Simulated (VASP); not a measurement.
# CoPdO2 (R-3m) in VASP: further runs

Runs on CoPdO2. Level: PBE+U. Tasks: single point.

Everything below comes from runs of VASP 6.6.1. Logs are shortened: lines on timing, memory, paths and dates and some standing lists are left out, and cuts for length are marked.

**1. The cell of the first run**

The structure is trigonal, space group R-3m (No. 166). The conventional cell has a = 2.809 Å, b = 2.809 Å, c = 17.477 Å, α = 90.00°, β = 90.00°, γ = 120.00°. Within 2.5 Å of Co (site symmetry -3m) lie 6 O at 1.88 Å. Pd (site symmetry -3m) has 2 O at 1.96 Å within 2.6 Å. Within 2.6 Å of O (site symmetry 3m) lie 3 Co at 1.88 Å and 1 Pd at 1.96 Å and 3 O at 2.51 Å.

**2. Single point, PBE+U (equal strain along all axes, cell held: -2.0 %, then relaxed in part)**

INCAR

```
SYSTEM = CoPdO2
ALGO     = Normal         ! electronic algorithm
EDIFF    = 1E-7           ! SCF threshold, eV
ENCUT    = 520            ! plane-wave cutoff, eV
GGA      = PE             ! functional
ISIF     = 2              ! what is computed and relaxed
ISMEAR   = 0              ! smearing method
LASPH    = .True.         ! aspherical terms in the spheres
LCHARG   = .False.        ! write CHGCAR
LDAU     = .True.         ! DFT+U
LDAUJ    = 0 0 0        
LDAUL    = 2 -1 -1        ! shell
LDAUPRINT= 1            
LDAUTYPE = 2            
LDAUU    = 3.32 0 0       ! U, eV
LMAXMIX  = 4              ! l up to which the mixer works
LREAL    = .False.        ! projectors in reciprocal space
LWAVE    = .False.        ! write WAVECAR
NBANDS   = 58             ! bands
NELM     = 150            ! most SCF steps
PREC     = Accurate       ! precision mode
SIGMA    = 0.1            ! smearing width, eV
```

KPOINTS

```
k-points
0
Gamma
  12 12 2
  0 0 0
```

POSCAR

```
CoPdO2
1.0
    2.8088471531      0.0000000000      0.0000000000
   -1.4044235766      2.4325329900      0.0000000000
    0.0000000000      0.0000000000     17.4765952580
Co Pd O
3 3 6
Direct
    0.6666666667      0.3333333333      0.8333333333
    0.3333333333      0.6666666667      0.1666666667
    0.0000000000      0.0000000000      0.5000000000
    0.0000000000      0.0000000000      0.0000000000
    0.6666666667      0.3333333333      0.3333333333
    0.3333333333      0.6666666667      0.6666666667
    0.3333333333      0.6666666667      0.7786221751
    0.0000000000      0.0000000000      0.8880444916
    0.0000000000      0.0000000000      0.1119555084
    0.6666666667      0.3333333333      0.2213778249
    0.6666666667      0.3333333333      0.4452888417
    0.3333333333      0.6666666667      0.5547111583
```

Potentials or basis: VASP PAW PBE potentials, release 64 (Co, Pd, O).

Started as:

```sh
> cat potpaw_PBE.64/Co/POTCAR potpaw_PBE.64/Pd/POTCAR potpaw_PBE.64/O/POTCAR > POTCAR
> mpirun -np 1 vasp_std > vasp.out
```

OUTCAR:

```text
SYSTEM = CoPdO2
   EDIFF = 1E-7
   ENCUT = 520
   GGA = PE
   ISIF = 2
   ISMEAR = 0
   LASPH = .True.
   LREAL = .False.
   NELM = 150
   PREC = Accurate

 ion  position               nearest neighbor table
   1  0.667  0.333  0.833-   7 1.88   7 1.88   7 1.88   8 1.88   8 1.88   8 1.88
   2  0.333  0.667  0.167-  10 1.88  10 1.88  10 1.88   9 1.88   9 1.88   9 1.88
   3  0.000  0.000  0.500-  11 1.88  12 1.88  11 1.88  12 1.88  11 1.88  12 1.88
   4  0.000  0.000  0.000-   8 1.96   9 1.96
   5  0.667  0.333  0.333-  10 1.96  11 1.96
   6  0.333  0.667  0.667-   7 1.96  12 1.96
   7  0.333  0.667  0.779-   1 1.88   1 1.88   1 1.88   6 1.96
   8  0.000  0.000  0.888-   1 1.88   1 1.88   1 1.88   4 1.96
   9  0.000  0.000  0.112-   2 1.88   2 1.88   2 1.88   4 1.96
  10  0.667  0.333  0.221-   2 1.88   2 1.88   2 1.88   5 1.96
  11  0.667  0.333  0.445-   3 1.88   3 1.88   3 1.88   5 1.96
  12  0.333  0.667  0.555-   3 1.88   3 1.88   3 1.88   6 1.96

  LATTYP: Found a hexagonal cell.
 ALAT       =     2.8088471531
 C/A-ratio  =     6.2219815837

  Lattice vectors:

 A1 = (   2.8088471531,   0.0000000000,   0.0000000000)
 A2 = (  -1.4044235766,   2.4325329900,   0.0000000000)
 A3 = (   0.0000000000,   0.0000000000,  17.4765952580)

Analysis of symmetry for initial positions (statically):
=====================================================================
 Subroutine PRICEL returns following result:

  LATTYP: Found a trigonal (rhomboedric) cell.
 ALAT       =     6.0470401293
 COS(alpha) =     0.8921201043

  Lattice vectors:

 A1 = (   1.4044235768,  -0.8108443302,  -5.8255317538)
 A2 = (  -1.4044235771,  -0.8108443297,  -5.8255317503)
 A3 = (   0.0000000002,   1.6216886598,  -5.8255317538)

   3 primitive cells build up your supercell.

 Routine SETGRP: Setting up the symmetry group for a
 hexagonal supercell.

 Subroutine GETGRP returns: Found 12 space group operations
 (whereof 12 operations were pure point group operations)
 out of a pool of 24 trial point group operations.

The static configuration has the point symmetry D_3d.

Analysis of symmetry for dynamics (positions and initial velocities):
=====================================================================
 Subroutine PRICEL returns following result:

  LATTYP: Found a trigonal (rhomboedric) cell.
 ALAT       =     6.0470401293
 COS(alpha) =     0.8921201043

  Lattice vectors:

 A1 = (   1.4044235768,  -0.8108443302,  -5.8255317538)
 A2 = (  -1.4044235771,  -0.8108443297,  -5.8255317503)
 A3 = (   0.0000000002,   1.6216886598,  -5.8255317538)

   3 primitive cells build up your supercell.

 Routine SETGRP: Setting up the symmetry group for a
 hexagonal supercell.

 Subroutine GETGRP returns: Found 12 space group operations
 (whereof 12 operations were pure point group operations)
 out of a pool of 24 trial point group operations.

The dynamic configuration has the point symmetry D_3d.

 Subroutine INISYM returns: Found 12 space group operations
 (whereof 12 operations are pure point group operations),
 and found     3 'primitive' translations

----------------------------------------------------------------------------------------

                                     Primitive cell

  volume of cell :      39.8036

  direct lattice vectors                    reciprocal lattice vectors
     1.404423577 -0.810844330 -5.825531754     0.356017948 -0.205547058 -0.057219383
[... 78 lines left out ...]
   NGX,Y,Z   is equivalent  to a cutoff of  14.20, 14.20, 13.32 a.u.
   NGXF,Y,Z  is equivalent  to a cutoff of  28.41, 28.41, 26.63 a.u.
 SYSTEM =  CoPdO2
   PREC   = accura    normal or accurate (medium, high low for compatibility)
   ISTART =      0    job   : 0-new  1-cont  2-samecut
   ICHARG =      2    charge: 1-file 2-atom 10-const
   ISPIN  =      1    spin polarized calculation?
   LNONCOLLINEAR =      F non collinear calculations
   LSORBIT =      F    spin-orbit coupling
   LASPH  =      T    aspherical Exc in radial PAW
   ENCUT  =  520.0 eV  38.22 Ry    6.18 a.u.   5.22  5.22 32.49*2*pi/ulx,y,z
   NELM   =    150;   NELMIN=  2; NELMDL= -5     # of ELM steps
   EDIFF  = 0.1E-06   stopping-criterion for ELM
   LREAL  =      F    real-space projection
   EDIFFG = 0.1E-05   stopping-criterion for IOM
   NSW    =      0    number of steps for IOM
   IBRION =     -1    ionic relax: 0-MD 1-quasi-New 2-CG
   NFREE  =      0    steps in history (QN), initial steepest desc. (CG)
   ISIF   =      2    stress and relaxation
   ISYM   =      2    0-nonsym 1-usesym 2-fastsym
   POTIM  = 0.5000    time-step for ionic-motion
   TEBEG  =    0.0;   TEEND  =   0.0 temperature during run
   PSTRESS=    0.0 pullay stress
   NELECT =      93.0000    total number of electrons
   NUPDOWN=      -1.0000    fix difference up-down
   EMIN   =  10.00;   EMAX   =-10.00  energy-range for DOS
   EFERMI =   0.00;   METHOD = LEGACY
   ISMEAR =     0;   SIGMA  =   0.10  broadening in eV -4-tet -1-fermi 0-gaus
   EFERMI_NEDOS =   21; number of points for ismear=-14 and -15
   IALGO  =     38    algorithm
   IMIX   =      4    mixing-type and parameters
     AMIX     =   0.40;   BMIX     =  1.00
     AMIX_MAG =   1.60;   BMIX_MAG =  1.00
  volume/ion in A,a.u.               =       9.95        67.15
  Fermi-wavevector in a.u.,A,eV,Ry     =   1.506218  2.846340 30.867450  2.268694
  Thomas-Fermi vector in A             =   2.616965
   LORBIT       =      0    0 simple, 1 ext, 2 COOP (PROOUT), +10 PAW based schemes
 LDA+U is selected, type is set to LDAUTYPE =  2
   angular momentum for each species LDAUL =     2   -1   -1
   U (eV)           for each species LDAUU =   3.3  0.0  0.0
   J (eV)           for each species LDAUJ =   0.0  0.0  0.0
   GGA     = PE    functional components
   LHFCALC =     F    Hartree Fock is set to
   AEXX    =    0.0000 exact exchange contribution
   IVDW    =     0    specifies the selected vdW correction
   LEPSILON=     F    determine dielectric tensor
   LRPA    =     F    only Hartree local field effects (RPA)
 non-spin polarized calculation
 Gauss-broadening in eV      SIGMA  =   0.10
  energy-cutoff  :      520.00
  volume of cell :      119.41
 maximum number of plane-waves:      3248
 NGX is ok and might be reduce to    24
   NGX = 11   NGY = 11   NGZ = 65

atom =   1  type =  1  l = 2

 onsite density matrix

spin component  1
[... 83 lines left out ...]
  o =  0.4097  v =  0.5472 -0.2553 -0.0000 -0.7765  0.1800  0.0000  0.0000  0.0000  0.0000  0.0000      0.0000  0.0000  0.0000  0.0000  0.0000  0.0000  0.0000  0.0000  0.0000  0.0000
  o =  0.4097  v =  0.0000  0.0000  0.0000  0.0000  0.0000  0.5472 -0.2553 -0.0000 -0.7765  0.1800      0.0000  0.0000  0.0000  0.0000  0.0000  0.0000  0.0000  0.0000  0.0000  0.0000
  o =  0.4097  v = -0.1800 -0.7765 -0.0000  0.2553  0.5472  0.0000  0.0000  0.0000  0.0000  0.0000      0.0000  0.0000  0.0000  0.0000  0.0000  0.0000  0.0000  0.0000  0.0000  0.0000
  o =  0.4097  v =  0.0000  0.0000  0.0000  0.0000  0.0000 -0.1800 -0.7765 -0.0000  0.2553  0.5472      0.0000  0.0000  0.0000  0.0000  0.0000  0.0000  0.0000  0.0000  0.0000  0.0000
  o =  0.9663  v =  0.0000  0.0000  0.0000  0.0000  0.0000  0.7765  0.1800 -0.0000  0.5472  0.2553      0.0000  0.0000  0.0000  0.0000  0.0000  0.0000  0.0000  0.0000  0.0000  0.0000
  o =  0.9663  v =  0.7765  0.1800 -0.0000  0.5472  0.2553  0.0000  0.0000  0.0000  0.0000  0.0000      0.0000  0.0000  0.0000  0.0000  0.0000  0.0000  0.0000  0.0000  0.0000  0.0000
  o =  0.9663  v =  0.0000  0.0000  0.0000  0.0000  0.0000 -0.2553  0.5472 -0.0000 -0.1800  0.7765      0.0000  0.0000  0.0000  0.0000  0.0000  0.0000  0.0000  0.0000  0.0000  0.0000
  o =  0.9663  v = -0.2553  0.5472 -0.0000 -0.1800  0.7765  0.0000  0.0000  0.0000  0.0000  0.0000      0.0000  0.0000  0.0000  0.0000  0.0000  0.0000  0.0000  0.0000  0.0000  0.0000
  o =  0.9688  v =  0.0000  0.0000  1.0000  0.0000  0.0000  0.0000  0.0000  0.0000  0.0000  0.0000      0.0000  0.0000  0.0000  0.0000  0.0000  0.0000  0.0000  0.0000  0.0000  0.0000
  o =  0.9688  v =  0.0000  0.0000  0.0000  0.0000  0.0000  0.0000  0.0000  1.0000  0.0000  0.0000      0.0000  0.0000  0.0000  0.0000  0.0000  0.0000  0.0000  0.0000  0.0000  0.0000

 number of electron      93.0000012 magnetization

 Free energy of the ion-electron system (eV)
  ---------------------------------------------------
  ext. energy  EPLUGINS =         0.00000000
  ---------------------------------------------------
  free energy    TOTEN  =       -70.26599609 eV

  energy without entropy =      -70.24245170  energy(sigma->0) =      -70.25422389

 E-fermi :   8.4038     XC(G=0): -12.6657

 val. band max:        8.4028933931   @ k =   0.3333   0.0833   0.0000
 cond. band min:       8.4038495605   @ k =   0.2500   0.1667   0.5000
 fundamental gap:      0.0009561675
 Fermi energy:         8.4038239116

 k-point     1 :       0.0000    0.0000    0.0000
  band No.  band energies     occupation
      1     -12.8357      2.00000
      2     -12.6989      2.00000
      3     -12.6989      2.00000
      4     -11.0666      2.00000
      5     -11.0666      2.00000
      6     -10.8369      2.00000
[... 1453 lines left out ...]
     57      12.7741      0.00000
     58      17.7469      0.00000

 [... further k-points ...]

------------------------ aborting loop because EDIFF is reached ----------------------------------------

  FORCE on cell =-STRESS in cart. coord.  units (eV):
  Direction    XX          YY          ZZ          XY          YZ          ZX
  --------------------------------------------------------------------------------------
  -------------------------------------------------------------------------------------
  Total        7.9608993      7.9608993     13.4316775     -0.0000000      0.0000000      0.0000000
  in kB      106.8142120    106.8142120    180.2175840     -0.0000000      0.0000000      0.0000000
  external PRESSURE =     131.2820027 kB  Pullay stress =       0.0000000 kB

 VOLUME and BASIS-vectors are now :
 -----------------------------------------------------------------------------
  energy-cutoff  :      520.00
  volume of cell :      119.41
      direct lattice vectors                 reciprocal lattice vectors
     2.808847153  0.000000000  0.000000000     0.356017948  0.205547058  0.000000000
    -1.404423577  2.432532990  0.000000000     0.000000000  0.411094116  0.000000000
     0.000000000  0.000000000 17.476595258     0.000000000  0.000000000  0.057219383

 POSITION                                       TOTAL-FORCE (eV/Angst)
 -----------------------------------------------------------------------------------
      1.40442      0.81084     14.56383        -0.000000     -0.000000     -0.000000
     -0.00000      1.62169      2.91277         0.000000     -0.000000     -0.000000
      0.00000      0.00000      8.73830        -0.000000     -0.000000     -0.000000
      0.00000      0.00000      0.00000        -0.000000     -0.000000     -0.000000
      1.40442      0.81084      5.82553        -0.000000     -0.000000     -0.000000
     -0.00000      1.62169     11.65106         0.000000     -0.000000     -0.000000
     -0.00000      1.62169     13.60766         0.000000      0.000000      0.105151
      0.00000      0.00000     15.51999        -0.000000      0.000000     -0.105151
      0.00000      0.00000      1.95660         0.000000      0.000000      0.105151
      1.40442      0.81084      3.86893        -0.000000     -0.000000     -0.105151
      1.40442      0.81084      7.78213         0.000000      0.000000      0.105151
     -0.00000      1.62169      9.69446        -0.000000     -0.000000     -0.105151
 -----------------------------------------------------------------------------------
    total drift:                               -0.000000      0.000000      0.000000

  FREE ENERGIE OF THE ION-ELECTRON SYSTEM (eV)
  ---------------------------------------------------
  free  energy   TOTEN  =       -70.2659960909 eV

  energy  without entropy=      -70.2424516962  energy(sigma->0) =      -70.25422389
```

It took 4.7 min on 1 thread of Intel Xeon Platinum 8488C (Sapphire Rapids), shared host; peak memory 0.39 GiB.

What came out:

| Quantity | Value |
| --- | --- |
| Free energy | -70.2660 eV |
| Pressure | 13.1 GPa |
| Largest force | 0.105 eV/Å |
| Band gap on the k mesh | zero (an odd number of electrons rules out a gap without spin polarisation) |

Forces in eV/Å, atoms in the order of the input:
```
Co   0.000  0.000  0.000
Co   0.000  0.000  0.000
Co   0.000  0.000  0.000
Pd   0.000  0.000  0.000
Pd   0.000  0.000  0.000
Pd   0.000  0.000  0.000
O    0.000  0.000  0.105
O    0.000  0.000 -0.105
O    0.000  0.000  0.105
O    0.000  0.000 -0.105
O    0.000  0.000  0.105
O    0.000  0.000 -0.105
```

Levels at points of the mesh, in eV from the Fermi level:
```tsv
k point	band 44	band 45	band 46	band 47	band 48	band 49	band 50	band 51
(0.00, 0.00, 0.00)	-1.70	-1.01	-1.01	-1.01	-1.01	2.10	2.10	2.10
(0.50, 0.00, 0.00)	-0.51	-0.51	0.32	0.67	0.67	1.84	1.84	2.03
(0.00, 0.00, 0.50)	-1.44	-1.44	-1.44	-0.82	-0.82	2.01	2.01	2.26
(0.50, 0.00, 0.50)	-0.51	-0.51	0.42	0.42	0.87	1.63	1.94	2.14
```

Eigenvalues of the final occupation matrices:
```csv
site,spin,trace,eigenvalues
site 1 d,1,3.72,0.41 0.41 0.97 0.97 0.97
site 1 d,2,3.72,0.41 0.41 0.97 0.97 0.97
site 2 d,1,3.72,0.41 0.41 0.97 0.97 0.97
site 2 d,2,3.72,0.41 0.41 0.97 0.97 0.97
site 3 d,1,3.72,0.41 0.41 0.97 0.97 0.97
site 3 d,2,3.72,0.41 0.41 0.97 0.97 0.97
```

Caveat: the cell differs from its parent crystal (equal strain along all axes, cell held: -2.0 %, then relaxed in part); the stress differs along the axes, from 11 to 18 GPa; an odd number of electrons without spin polarisation forces a metal; a magnetic or distorted state may lie lower; the run has no spin polarisation, though such a crystal can be magnetic; U without spin polarisation on a metal has little footing. Spin polarisation is off, so any magnetic state and its effect on volume and gap are missing.

**3. Single point, PBE+U (equal strain along all axes, cell held: -4.0 %, then relaxed in part)**

INCAR

```
PREC = Accurate
ENCUT = 520
EDIFF = 1E-6
ISMEAR = 0
SIGMA = 0.1
LREAL = False
LASPH = True
NELM = 150
ALGO = Normal
ISIF = 2
LWAVE = False
LCHARG = True
LMAXMIX = 4
LDAU = True
LDAUTYPE = 2
LDAUL = 2 -1 -1
LDAUU = 3.32 0 0
LDAUJ = 0 0 0
LDAUPRINT = 1
GGA = PE
LELF = True
LVHAR = True
NBANDS = 58
```

KPOINTS

```
regular mesh
0
Gamma
  12 12 2
```

POSCAR

```
CoPdO2
1.0
    2.7515237418      0.0000000000      0.0000000000
   -1.3757618709      2.3828894595      0.0000000000
    0.0000000000      0.0000000000     17.1199300486
Co Pd O
3 3 6
Direct
    0.6666666667      0.3333333333      0.8333333333
    0.3333333333      0.6666666667      0.1666666667
    0.0000000000      0.0000000000      0.5000000000
    0.0000000000      0.0000000000      0.0000000000
    0.6666666667      0.3333333333      0.3333333333
    0.3333333333      0.6666666667      0.6666666667
    0.3333333333      0.6666666667      0.7783267005
    0.0000000000      0.0000000000      0.8883399662
    0.0000000000      0.0000000000      0.1116600338
    0.6666666667      0.3333333333      0.2216732995
    0.6666666667      0.3333333333      0.4449933671
    0.3333333333      0.6666666667      0.5550066329
```

Potentials or basis: VASP PAW PBE potentials, release 64 (Co, Pd, O).

Started as:

```sh
> cat potpaw_PBE.64/Co/POTCAR potpaw_PBE.64/Pd/POTCAR potpaw_PBE.64/O/POTCAR > POTCAR
> mpirun -np 1 vasp_std > vasp.out
```

Run time: 12 min. Hardware: 1 thread of Intel Xeon 8259CL, shared host; peak memory 0.35 GiB.

Results (log left out):

```
Free energy            : -69.2626 eV
Pressure               : 32.2 GPa
Largest force          : 0.149 eV/Å
Band gap on the k mesh : zero (an odd number of electrons rules out a gap without spin polarisation)
```

Forces on the atoms (eV/Å):
```
Co   0.000  0.000  0.000
Co   0.000  0.000  0.000
Co   0.000  0.000  0.000
Pd   0.000  0.000  0.000
Pd   0.000  0.000  0.000
Pd   0.000  0.000  0.000
O    0.000  0.000  0.149
O    0.000  0.000 -0.149
O    0.000  0.000  0.149
O    0.000  0.000 -0.149
O    0.000  0.000  0.149
O    0.000  0.000 -0.149
```

Stress tensor (GPa, compression positive):
```
26.83  0.00  0.00
 0.00 26.83  0.00
 0.00  0.00 42.86
```

Levels at points of the mesh, in eV from the Fermi level:
| k point | band 44 | band 45 | band 46 | band 47 | band 48 | band 49 |
| --- | --- | --- | --- | --- | --- | --- |
| (0.00, 0.00, 0.00) | -1.84 | -1.11 | -1.11 | -1.11 | -1.11 | 2.17 |
| (0.50, 0.00, 0.00) | -0.57 | -0.57 | 0.42 | 0.79 | 0.79 | 1.97 |
| (0.00, 0.00, 0.50) | -1.59 | -1.59 | -1.59 | -0.89 | -0.89 | 2.07 |
| (0.50, 0.00, 0.50) | -0.57 | -0.57 | 0.52 | 0.52 | 0.99 | 1.74 |

Eigenvalues of the final occupation matrices:
```
    site  spin  trace               eigenvalues
site 1 d     1   3.77  0.43 0.43 0.97 0.97 0.97
site 1 d     2   3.77  0.43 0.43 0.97 0.97 0.97
site 2 d     1   3.77  0.43 0.43 0.97 0.97 0.97
site 2 d     2   3.77  0.43 0.43 0.97 0.97 0.97
site 3 d     1   3.77  0.43 0.43 0.97 0.97 0.97
site 3 d     2   3.77  0.43 0.43 0.97 0.97 0.97
```

Caveat: the cell differs from its parent crystal (equal strain along all axes, cell held: -4.0 %, then relaxed in part); the stress differs along the axes, from 27 to 43 GPa; an odd number of electrons without spin polarisation forces a metal; a magnetic or distorted state may lie lower; the run has no spin polarisation, though such a crystal can be magnetic; U without spin polarisation on a metal has little footing.

(Part 1 of 2 ends here.)

The gap in the log of VASP goes by the Fermi energy; the results here count the filled bands.